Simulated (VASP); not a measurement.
# Si16C17 (a cell with a defect) in VASP: a series of runs

The runs below take Si16C17 (a cell with a defect) through single point, with PBE.

Program: VASP 6.6.1. These are calculated values, not measurements. Logs are shortened: lines on timing, memory, paths and dates and some standing lists are left out, and cuts for length are marked.

## Step 1: The cell of the first run

The cell holds a defect, 33 atoms: a = 6.184 Å, b = 6.184 Å, c = 10.149 Å, α = 90.00°, β = 90.00°, γ = 120.00°.

## Step 2: Single point, PBE

File INCAR:

```
SYSTEM = Si16C17
ALGO = Normal ; EDIFF = 1E-7
ENCUT = 520 ; GGA = PE
ISIF = 2 ; ISMEAR = 0
LASPH = .TRUE. ; LCHARG = .FALSE.
LREAL = Auto ; LWAVE = .FALSE.
NBANDS = 88 ; NELM = 100
PREC = Accurate ; SIGMA = 0.02
```

File KPOINTS:

```
k-points
0
G
  2 2 2
  0 0 0
```

File POSCAR:

```
Si16C17
1.0
    6.1838730322      0.0000000000      0.0000000000
   -3.0919365161      5.3553911397      0.0000000000
    0.0000000000      0.0000000000     10.1485845858
Si C
16 17
Direct
    0.1670060580      0.3321611725      0.2500122040
    0.1676734478      0.3343701614      0.7508997866
    0.1800847447      0.8436978518      0.2480167533
    0.1722809841      0.8368540940      0.7429685328
    0.6450814820      0.2851685265      0.2663255134
    0.6692074700      0.3361450085      0.7467936968
    0.6560965308      0.8293510005      0.2567210213
    0.6661094161      0.8344903077      0.7434469247
    0.3241999928      0.1605251563      0.5030414790
    0.3452695009      0.1750038374      0.9978407249
    0.3269059270      0.6633971091      0.4985372056
    0.3400628591      0.6712604003      0.9955669103
    0.8314900892      0.1625965270      0.5052966704
    0.8365883004      0.1691861484      0.9989680742
    0.8242155733      0.6571174557      0.4902455074
    0.8532319648      0.6888023496      0.9736296640
    0.1625002391      0.3304679255      0.4373445344
    0.1717043961      0.3364157637      0.9390404070
    0.1617718495      0.8315246980      0.4349710014
    0.1884031680      0.8466552455      0.9268683648
    0.6522465644      0.3103349422      0.4493238403
    0.6781897880      0.3446075089      0.9365081327
    0.6602258908      0.8350902639      0.4424456398
    0.6681970378      0.8402613147      0.9287235989
    0.3389991579      0.1710846092      0.1866138065
    0.3328079203      0.1698152341      0.6881332013
    0.3308946444      0.6653433721      0.1848765199
    0.3320269474      0.6647628356      0.6841588540
    0.8324812835      0.1602583224      0.1889426041
    0.8371154078      0.1690462893      0.6899189676
    0.7730307479      0.6025466517      0.2433258529
    0.8354859167      0.6682918029      0.6831229460
   -0.1006393563     -0.2312120567      0.1457461371
```

Potentials or basis: VASP PAW PBE potentials, release 64 (Si, C).

The run is started by

```console
$ cat potpaw_PBE.64/Si/POTCAR potpaw_PBE.64/C/POTCAR > POTCAR
$ mpirun -np 1 vasp_std > vasp.out
```

OUTCAR:

```text
SYSTEM = Si16C17
   EDIFF = 1E-7
   ENCUT = 520
   GGA = PE
   ISIF = 2
   ISMEAR = 0
   LASPH = .TRUE.
   LREAL = Auto
   NELM = 100
   PREC = Accurate

 ion  position               nearest neighbor table
   1  0.167  0.332  0.250-  29 1.90  25 1.90  17 1.90  27 1.90   7 3.05   3 3.06  11 3.08   5 3.10
                            14 3.10   9 3.11   5 3.12   3 3.12  10 3.13   7 3.14
   2  0.168  0.334  0.751-  30 1.88  26 1.88  28 1.89  18 1.91  12 3.07  13 3.07   9 3.08  14 3.08
                             6 3.09   8 3.09  10 3.09   4 3.09   4 3.09   6 3.10   8 3.10  11 3.11
   3  0.180  0.844  0.248-  25 1.86  33 1.87  27 1.88  19 1.90  31 2.19   5 2.81   7 2.99   1 3.06
                            11 3.09   9 3.10  10 3.10  15 3.11  12 3.12   1 3.12
   4  0.172  0.837  0.743-  26 1.87  20 1.87  28 1.88  32 1.90  16 2.90   9 2.99  11 3.04   8 3.06
                             6 3.08   2 3.09   2 3.09   6 3.10   8 3.12  12 3.12
   5  0.645  0.285  0.266-  31 1.73  25 1.84  29 1.86  21 1.86   3 2.81   7 2.86  13 2.94   9 2.96
                            15 3.02   1 3.10   1 3.12
   6  0.669  0.336  0.747-  30 1.88  32 1.89  26 1.90  22 1.93  16 2.98  13 3.04   4 3.08  10 3.08
                             9 3.09   2 3.09   8 3.09   8 3.09   2 3.10   4 3.10  15 3.12  14 3.12
   7  0.656  0.829  0.257-  31 1.88  23 1.89  27 1.89  29 1.90  33 2.06   5 2.86  15 2.99   3 2.99
                            11 3.02   1 3.05  13 3.09   1 3.14  12 3.14
   8  0.666  0.834  0.743-  30 1.87  24 1.88  28 1.89  32 1.90  16 2.94  13 2.99   4 3.06  11 3.08
                             2 3.09   6 3.09   6 3.09   2 3.10  12 3.10   4 3.12  15 3.14
   9  0.324  0.161  0.503-  21 1.84  26 1.88  19 1.89  17 1.90   5 2.96   4 2.99  13 3.05   2 3.08
                            11 3.08  15 3.08   6 3.09   3 3.10  11 3.10  15 3.11   1 3.11  13 3.13
  10  0.345  0.175  0.998-  22 1.89  18 1.89  20 1.90  25 1.92  16 3.03  14 3.06   6 3.08  12 3.09
                             2 3.09   3 3.10  12 3.10   1 3.13  14 3.13
  11  0.327  0.663  0.499-  23 1.87  28 1.88  17 1.89  19 1.90   7 3.02   4 3.04   8 3.08  13 3.08
                             9 3.08   1 3.08   3 3.09  15 3.09  15 3.10   9 3.10  13 3.10   2 3.11
  12  0.340  0.671  0.996-  18 1.88  24 1.88  20 1.89  27 1.92   2 3.07  16 3.07  14 3.07  10 3.09
                             8 3.10  10 3.10  14 3.11   3 3.12   4 3.12  16 3.13   7 3.14
  13  0.831  0.163  0.505-  21 1.84  23 1.87  30 1.87  17 1.90   5 2.94   8 2.99   6 3.04   9 3.05
                             2 3.07  11 3.08  15 3.08   7 3.09  11 3.10  15 3.11   9 3.13
  14  0.837  0.169  0.999-  18 1.89  22 1.90  24 1.90  29 1.93  16 3.03  10 3.06  12 3.07   2 3.08
                             1 3.10  12 3.11   6 3.12  10 3.13
  15  0.824  0.657  0.490-  19 1.89  23 1.89  21 1.90  32 1.96  31 2.53   7 2.99   5 3.02   9 3.08
                            13 3.08  11 3.09  11 3.10   9 3.11  13 3.11   3 3.11   6 3.12   8 3.14
  16  0.853  0.689  0.974-  33 1.80  20 1.86  24 1.86  22 1.88   4 2.90   8 2.94   6 2.98  14 3.03
                            10 3.03  12 3.07  12 3.13
  17  0.163  0.330  0.437-  11 1.89   9 1.90   1 1.90  13 1.90
  18  0.172  0.336  0.939-  12 1.88  10 1.89  14 1.89   2 1.91
  19  0.162  0.832  0.435-   9 1.89  15 1.89  11 1.90   3 1.90
  20  0.188  0.847  0.927-  16 1.86   4 1.87  12 1.89  10 1.90
  21  0.652  0.310  0.449-   9 1.84  13 1.84   5 1.86  15 1.90
  22  0.678  0.345  0.937-  16 1.88  10 1.89  14 1.90   6 1.93
  23  0.660  0.835  0.442-  13 1.87  11 1.87   7 1.89  15 1.89
  24  0.668  0.840  0.929-  16 1.86   8 1.88  12 1.88  14 1.90
  25  0.339  0.171  0.187-   5 1.84   3 1.86   1 1.90  10 1.92
  26  0.333  0.170  0.688-   4 1.87   2 1.88   9 1.88   6 1.90
  27  0.331  0.665  0.185-   3 1.88   7 1.89   1 1.90  12 1.92
  28  0.332  0.665  0.684-   4 1.88  11 1.88   8 1.89   2 1.89
  29  0.832  0.160  0.189-   5 1.86   1 1.90   7 1.90  14 1.93
  30  0.837  0.169  0.690-   8 1.87  13 1.87   2 1.88   6 1.88
  31  0.773  0.603  0.243-  33 1.36   5 1.73   7 1.88   3 2.19  15 2.53
  32  0.835  0.668  0.683-   6 1.89   8 1.90   4 1.90  15 1.96
  33  0.899  0.769  0.146-  31 1.36  16 1.80   3 1.87   7 2.06

  LATTYP: Found a hexagonal cell.
 ALAT       =     6.1838730322
 C/A-ratio  =     1.6411372829

  Lattice vectors:

 A1 = (   6.1838730322,   0.0000000000,   0.0000000000)
 A2 = (  -3.0919365161,   5.3553911397,   0.0000000000)
 A3 = (   0.0000000000,   0.0000000000,  10.1485845858)

Analysis of symmetry for initial positions (statically):
=====================================================================
 Subroutine PRICEL returns:
 Original cell was already a primitive cell.

 Routine SETGRP: Setting up the symmetry group for a
 hexagonal supercell.

 Subroutine GETGRP returns: Found  1 space group operations
 (whereof  1 operations were pure point group operations)
 out of a pool of 24 trial point group operations.

The static configuration has the point symmetry C_1 .

Analysis of symmetry for dynamics (positions and initial velocities):
=====================================================================
 Subroutine PRICEL returns:
 Original cell was already a primitive cell.

 Routine SETGRP: Setting up the symmetry group for a
[... 119 lines left out ...]
 ===========================================

 Found      8 irreducible k-points:

 Following reciprocal coordinates:
            Coordinates               Weight
  0.000000  0.000000  0.000000      1.000000
  0.500000  0.000000  0.000000      1.000000
  0.000000  0.500000  0.000000      1.000000
  0.500000  0.500000  0.000000      1.000000
  0.000000  0.000000  0.500000      1.000000
  0.500000  0.000000  0.500000      1.000000
  0.000000  0.500000  0.500000      1.000000
  0.500000  0.500000  0.500000      1.000000
   k-points           NKPTS =      8   k-points in BZ     NKDIM =      8   number of bands    NBANDS=     88
   number of dos      NEDOS =    301   number of ions     NIONS =     33
   total plane-waves  NPLWV = 184320
   dimension x,y,z NGX =    48 NGY =   48 NGZ =   80
   dimension x,y,z NGXF=    96 NGYF=   96 NGZF=  160
   ions per type =              16  17
   NGX,Y,Z   is equivalent  to a cutoff of  12.90, 12.90, 13.10 a.u.
   NGXF,Y,Z  is equivalent  to a cutoff of  25.81, 25.81, 26.21 a.u.
 SYSTEM =  Si16C17
   PREC   = accura    normal or accurate (medium, high low for compatibility)
   ISTART =      0    job   : 0-new  1-cont  2-samecut
   ICHARG =      2    charge: 1-file 2-atom 10-const
   ISPIN  =      1    spin polarized calculation?
   LNONCOLLINEAR =      F non collinear calculations
   LSORBIT =      F    spin-orbit coupling
   LASPH  =      T    aspherical Exc in radial PAW
   ENCUT  =  520.0 eV  38.22 Ry    6.18 a.u.  11.50 11.50 18.87*2*pi/ulx,y,z
   NELM   =    100;   NELMIN=  2; NELMDL= -5     # of ELM steps
   EDIFF  = 0.1E-06   stopping-criterion for ELM
   LREAL  =      T    real-space projection
   EDIFFG = 0.1E-05   stopping-criterion for IOM
   NSW    =      0    number of steps for IOM
   IBRION =     -1    ionic relax: 0-MD 1-quasi-New 2-CG
   NFREE  =      0    steps in history (QN), initial steepest desc. (CG)
   ISIF   =      2    stress and relaxation
   ISYM   =      2    0-nonsym 1-usesym 2-fastsym
   POTIM  = 0.5000    time-step for ionic-motion
   TEBEG  =    0.0;   TEEND  =   0.0 temperature during run
   PSTRESS=    0.0 pullay stress
   NELECT =     132.0000    total number of electrons
   NUPDOWN=      -1.0000    fix difference up-down
   EMIN   =  10.00;   EMAX   =-10.00  energy-range for DOS
   EFERMI =   0.00;   METHOD = LEGACY
   ISMEAR =     0;   SIGMA  =   0.02  broadening in eV -4-tet -1-fermi 0-gaus
   EFERMI_NEDOS =   21; number of points for ismear=-14 and -15
   IALGO  =     38    algorithm
   IMIX   =      4    mixing-type and parameters
     AMIX     =   0.40;   BMIX     =  1.00
     AMIX_MAG =   1.60;   BMIX_MAG =  1.00
  volume/ion in A,a.u.               =      10.18        68.73
  Fermi-wavevector in a.u.,A,eV,Ry     =   1.198893  2.265579 19.556256  1.437344
  Thomas-Fermi vector in A             =   2.334770
   LORBIT       =      0    0 simple, 1 ext, 2 COOP (PROOUT), +10 PAW based schemes
   GGA     = PE    functional components
   LHFCALC =     F    Hartree Fock is set to
   AEXX    =    0.0000 exact exchange contribution
   IVDW    =     0    specifies the selected vdW correction
   LEPSILON=     F    determine dielectric tensor
   LRPA    =     F    only Hartree local field effects (RPA)
 non-spin polarized calculation
 Gauss-broadening in eV      SIGMA  =   0.02
  energy-cutoff  :      520.00
  volume of cell :      336.09
 maximum number of plane-waves:      9074
 NGX is ok and might be reduce to    48
   NGX = 23   NGY = 23   NGZ = 37

 number of electron     132.0000001 magnetization

 Free energy of the ion-electron system (eV)
  ---------------------------------------------------
  ext. energy  EPLUGINS =         0.00000000
  ---------------------------------------------------
  free energy    TOTEN  =      -242.70028932 eV

  energy without entropy =     -242.70028932  energy(sigma->0) =     -242.70028932

 E-fermi :   9.5523     XC(G=0): -11.3801

 val. band max:        9.4145024119   @ k =   0.5000   0.5000   0.0000
 cond. band min:       9.8357250834   @ k =   0.0000   0.5000   0.0000
 fundamental gap:      0.4212226715
 Fermi energy:         9.5523272955

 k-point     1 :       0.0000    0.0000    0.0000
  band No.  band energies     occupation
      1      -8.0092      2.00000
      2      -6.7909      2.00000
      3      -6.1446      2.00000
      4      -5.3462      2.00000
      5      -4.1001      2.00000
      6      -4.0593      2.00000
[... 637 lines left out ...]
     77      13.5701      0.00000
     78      13.6144      0.00000
 [bands above 78 left out]

------------------------ aborting loop because EDIFF is reached ----------------------------------------

  FORCE on cell =-STRESS in cart. coord.  units (eV):
  Direction    XX          YY          ZZ          XY          YZ          ZX
  --------------------------------------------------------------------------------------
  -------------------------------------------------------------------------------------
  Total       10.3738241     20.6684805     14.4902427      1.4571812     -4.9061110     -2.4035924
  in kB       49.4529524     98.5285058     69.0762905      6.9465138    -23.3878724    -11.4581413
  external PRESSURE =      72.3525829 kB  Pullay stress =       0.0000000 kB

 VOLUME and BASIS-vectors are now :
 -----------------------------------------------------------------------------
  energy-cutoff  :      520.00
  volume of cell :      336.09
      direct lattice vectors                 reciprocal lattice vectors
     6.183873032  0.000000000  0.000000000     0.161710953  0.093363862  0.000000000
    -3.091936516  5.355391140  0.000000000     0.000000000  0.186727724  0.000000000
     0.000000000  0.000000000 10.148584586     0.000000000  0.000000000  0.098535908

 POSITION                                       TOTAL-FORCE (eV/Angst)
 -----------------------------------------------------------------------------------
      0.00572      1.77885      2.53727        -0.002629      0.000577      0.009489
      0.00302      1.79068      7.62057        -0.006020      0.022284      0.001508
     -1.49504      4.51833      2.51702        -0.038277     -0.060743      0.033346
     -1.52214      4.48168      7.54008        -0.005761     -0.024172      0.015432
      3.10738      1.52719      2.70283        -0.002839      0.009790     -0.018250
      3.09896      1.80019      7.57890        -0.000524      0.016151      0.002941
[... 25 lines left out ...]
      3.10022      3.57896      6.93273        -0.011238     -0.004295      0.016100
      3.18449      4.11716      1.47912        -0.066633      0.092297     -0.088085
 -----------------------------------------------------------------------------------
    total drift:                               -0.004501     -0.015902      0.022847

  FREE ENERGIE OF THE ION-ELECTRON SYSTEM (eV)
  ---------------------------------------------------
  free  energy   TOTEN  =      -242.7002893168 eV

  energy  without entropy=     -242.7002893168  energy(sigma->0) =     -242.70028932
```

Run time: 14 min. Hardware: 1 thread of AMD EPYC 7R43 (Zen 3), shared host; peak memory 0.43 GiB.

What came out:

| Quantity | Value |
| --- | --- |
| Free energy | -242.7003 eV |
| Pressure | 7.2 GPa |
| Largest force | 0.197 eV/Å |
| Band gap on the k mesh | zero (bands 66 and 67 overlap by 0.84 eV) |

Forces on the atoms (eV/Å):
```
Si  -0.003  0.001  0.009
Si  -0.006  0.022  0.002
Si  -0.038 -0.061  0.033
Si  -0.006 -0.024  0.015
Si  -0.003  0.010 -0.018
Si  -0.001  0.016  0.003
Si   0.037  0.017 -0.023
Si  -0.014 -0.011 -0.019
Si   0.010  0.028 -0.014
Si  -0.016 -0.025  0.018
Si   0.061 -0.004 -0.002
Si  -0.035  0.007  0.000
Si   0.012 -0.020 -0.019
Si  -0.020  0.016  0.012
Si  -0.011 -0.005 -0.006
Si  -0.012  0.020  0.004
C    0.031  0.007  0.001
C   -0.018 -0.011 -0.006
C    0.042  0.008  0.012
C   -0.043 -0.019  0.011
C    0.008 -0.003  0.011
C   -0.023  0.015  0.007
C    0.029 -0.013 -0.030
C   -0.029  0.011 -0.019
C   -0.010 -0.036  0.021
C    0.005  0.001  0.010
C   -0.007 -0.002  0.002
C    0.019 -0.001 -0.014
C   -0.038  0.035 -0.010
C   -0.003 -0.004 -0.021
C    0.158 -0.062  0.101
C   -0.011 -0.004  0.016
C   -0.067  0.092 -0.088
```

Caveat: the k points lie up to 0.59 Å⁻¹ apart, too coarse for converged energies and pressures of a metal.

(Continued in part 2 of 2.)

The gap in the log of VASP goes by the Fermi energy; the results here count the filled bands.